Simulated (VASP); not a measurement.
Input of a VASP 6.6.1 run:

Contents of INCAR:

```
  ALGO = Normal
  EDIFF = 1E-6
  EDIFFG = -0.04
  ENCUT = 600
  GGA = PE
  IBRION = 2
  ISIF = 3
  ISMEAR = 0
  LASPH = T
  LCHARG = F
  LREAL = F
  LWAVE = F
  NELM = 60
  NSW = 90
  PREC = Accurate
  SIGMA = 0.1
```

File KPOINTS:

```
k-points
0
Gamma
  6 6 4
```

The input POSCAR:

```
SiC3
1.0
    3.3598528600      0.0000000000      0.0000000000
    0.0000000000      3.3598528600      0.0000000000
    0.0000000000      0.0000000000      4.7515494800
Si C
1 3
Direct
    0.0000000000      0.0000000000      0.5000000000
    0.5000000000      0.5000000000      0.0000000000
    0.5000000000      0.0000000000      0.7500000000
    0.0000000000      0.5000000000      0.2500000000
```

Potentials or basis: VASP PAW PBE potentials, release 64 (Si, C).

The run is started by

```sh
$ cat potpaw_PBE.64/Si/POTCAR potpaw_PBE.64/C/POTCAR > POTCAR
$ mpirun -np 1 vasp_std > vasp.out
```

What does it give for the relaxed cell?

a = 2.803 Å, b = 2.803 Å, c = 4.109 Å, α = 90.00°, β = 90.00°, γ = 90.00°.

What does it give for the band gap on the k mesh?

1.60 eV, indirect (least direct gap 1.79 eV).

Estimate the space group after relaxing (to 0.05 Å).

P-4m2 (No. 115).

What does it give for the relaxed volume?

8.07 Å³/atom.

The path:
| step | energy change (eV) | largest force (eV/Å) | pressure (GPa) | volume (Å³) |
| --- | --- | --- | --- | --- |
| 1 | 0.0000 | 0.8928 | -45.25 | 53.64 |
| 2 | -3.9616 | 5.7775 | 46.46 | 29.28 |
| 3 | -4.4397 | 4.4333 | 2.85 | 33.26 |
| 4 | -4.4495 | 4.1001 | 21.16 | 30.14 |
| 5 | -4.9386 | 0.4226 | 8.30 | 31.61 |
| 6 | -5.0105 | 0.3224 | -7.67 | 33.22 |
| 7 | -5.0217 | 0.1404 | -3.68 | 32.78 |
| 8 | -5.0331 | 0.2096 | 0.29 | 32.27 |
| 9 | -5.0342 | 0.1283 | -0.65 | 32.39 |
| 10 | -5.0347 | 0.0499 | 0.35 | 32.25 |
| 11 | -5.0348 | 0.0044 | 0.05 | 32.29 |

Caveat: the volume moved by over 15 % at a fixed basis, so the end points are rough. A k mesh can miss the band edges.
